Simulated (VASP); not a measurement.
A run of VASP 6.6.1 is set up as follows.

INCAR

```
ALGO = Normal ; EDIFF = 1E-6
ENCUT = 520 ; ISIF = 2
ISMEAR = 0 ; LASPH = True
LCHARG = False ; LREAL = False
LWAVE = False ; NBANDS = 22
NELM = 60 ; PREC = Accurate
SIGMA = 0.1
```

Contents of KPOINTS:

```
k-points
0
Gamma
  6 6 6
```

POSCAR

```
InSb3
1.0
    4.8063670000      0.0000000000      0.0000000000
    0.0000000000      4.8063670000      0.0000000000
    0.0000000000      0.0000000000      4.8063670000
In Sb
1 3
Direct
    0.0000000000      0.0000000000      0.0000000000
    0.5000000000      0.0000000000      0.5000000000
    0.0000000000      0.5000000000      0.5000000000
    0.5000000000      0.5000000000      0.0000000000
```

Potentials or basis: VASP PAW LDA potentials, release 64 (In_d, Sb).

Command:

```console
$ cat potpaw_LDA.64/In_d/POTCAR potpaw_LDA.64/Sb/POTCAR > POTCAR
$ mpirun -np 1 vasp_std > vasp.out
```

(1) What does it give for the pressure?

(2) Estimate the band gap on the k mesh.

Results:

(1) -3.8 GPa.

(2) zero (band 14 reaches 11.11 eV, above the bottom of band 15 at 6.58 eV).

Caveat: spin-orbit coupling is left out, which moves the levels of the heavy elements.
